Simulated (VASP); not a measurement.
Input of a VASP 6.6.1 run:

File INCAR:

```
PREC = Accurate
ENCUT = 520
EDIFF = 1E-6
ISMEAR = -1
SIGMA = 0.05
LREAL = F
LASPH = T
NELM = 80
ALGO = Normal
ISIF = 2
LWAVE = F
LCHARG = T
GGA = PS
LELF = T
LVHAR = T
NBANDS = 19
```

File KPOINTS:

```
Automatic mesh
0
Gamma
  11 11 6
```

File POSCAR:

```
Zn
1.0
    2.5135619269      0.0000000000      0.0000000000
   -1.2567809634      2.1768084826      0.0000000000
    0.0000000000      0.0000000000      4.1895202221
Zn
2
Direct
    0.6666666667      0.3333333333      0.7500000000
    0.3333333333      0.6666666667      0.2500000000
```

Potentials or basis: VASP PAW PBE potentials, release 64 (Zn).

The run is started by

```sh
$ cat potpaw_PBE.64/Zn/POTCAR > POTCAR
$ mpirun -np 1 vasp_std > vasp.out
```

Question: Estimate the pressure.

Answer: 31.0 GPa.

Question: What does it give for the band gap on the k mesh?

Answer: Zero (band 12 reaches 6.84 eV, above the bottom of band 13 at 4.08 eV).

Stress tensor (GPa, compression positive):
```
30.99  0.00  0.00
 0.00 30.99  0.00
 0.00  0.00 30.91
```

Caveat: the PAW data sets were made with another functional, which shifts forces and pressure a little.
